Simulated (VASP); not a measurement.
Fe:

```
Fe
1.0
    -1.44300    1.44300    1.44300
     1.44300   -1.44300    1.44300
     1.44300    1.44300   -1.44300
Fe
1
Cartesian
  0.0000 0.0000 0.0000
```

Program: VASP 6.6.1. Alike in all runs: task single point; level r2SCAN; potentials or basis VASP PAW PBE potentials, release 64 (Fe); cell as given; k mesh 12 × 12 × 12; cutoff (eV) 520; smearing gaussian 0.05 eV.

Task: Order these runs on this cell by their pressure, lowest first.
A. spin collinear, ferromagnetic start; fixed moment (μB) 6.0
B. spin collinear, zero start; fixed moment (μB) 0.0
C. spin collinear, ferromagnetic start; fixed moment (μB) 4.0
D. spin collinear, ferromagnetic start
E. spin collinear, ferromagnetic start; fixed moment (μB) 2.0

Result: B (-33.9 GPa), E (-18.4 GPa), D (-2.4 GPa), C (46.3 GPa), A (185.2 GPa).

Caveats: the PAW data sets were made with another functional, which shifts forces and pressure a little; the total moment is fixed, so each spin has its own Fermi level (some runs).
